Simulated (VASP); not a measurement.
SiNi3, 4 atoms in the cell. It takes space group Pm-3m (No. 221, cubic). The conventional cell has a = 3.470 Å, b = 3.470 Å, c = 3.470 Å, α = 90.00°, β = 90.00°, γ = 90.00°. Within 3.2 Å of Ni (site symmetry 4/mmm) lie 8 Ni at 2.45 Å and 4 Si at 2.45 Å. Within 3.2 Å of Si (site symmetry m-3m) lie 12 Ni at 2.45 Å. 

```yaml
Program: VASP 6.6.1
Task: single point
Functional: PBEsol
Potentials_or_basis: VASP PAW PBE potentials, release 64 (Ni_sv_GW, Si)
Cutoff: 590 eV
k_mesh: 8 × 8 × 8
Occupations: fermi-dirac, width 0.05 eV
Spin: collinear spin, ferromagnetic start
Starting_moments: "[1.0, 1.0, 1.0, 0.0] μB"
Dipole_correction: no
Further_INCAR_settings: ALGO = Normal; EDIFF = 1e-06; NBANDS = 41
```

Potentials or basis: VASP PAW PBE potentials, release 64 (Ni_sv_GW, Si).

Command:

```bash
$ cat potpaw_PBE.64/Ni_sv_GW/POTCAR potpaw_PBE.64/Si/POTCAR > POTCAR
$ mpirun -np 1 vasp_std > vasp.out
```

Hardware: 1 thread of AMD EPYC 7R43 64-Core Processor (Zen 3) (shared host).

**Question.** Estimate the wall time of this run.

**Answer.** It took 3 min on 1 thread of AMD EPYC 7R43 64-Core Processor (Zen 3), on a shared host, peak memory 0.22 GiB. Counts: scf iterations 15, k points 35.
